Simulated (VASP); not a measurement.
System: LiH, a slab with vacuum.

```xyz
2
Lattice="3.0876 0.0000 0.0000 -1.5438 2.6739 0.0000 0.0000 0.0000 24.6000" Properties=species:S:1:pos:R:3 pbc="T T T"
Li    0.0000    1.7826    8.2000
H     1.5438    0.8913    8.2000
```

Base run:

```yaml
Program: VASP 6.6.1
Functional: PBE0
Potentials_or_basis: VASP PAW PBE potentials, release 64 (Li_sv, H)
Cutoff: 650 eV
k_mesh: 6 × 6 × 1
Occupations: gaussian, width 0.01 eV
Spin: no spin polarisation
```

Its results: band gap on the k mesh 5.20 eV (least direct gap 7.32 eV).

Question: After a change of settings the same cell gave: band gap on the k mesh 4.03 eV (least direct gap 5.87 eV). Which change was it?
A. functional from PBE0 to r2SCAN; cutoff from 650 eV to 720 eV; k mesh from 6 × 6 × 1 to 12 × 12 × 1
B. functional from PBE0 to r2SCANh; cutoff from 650 eV to 720 eV; share of exact exchange from 0.25 to 0.1
C. functional from PBE0 to HSE06
D. functional from PBE0 to HF; share of exact exchange from 0.25 to 1

Answer: A.
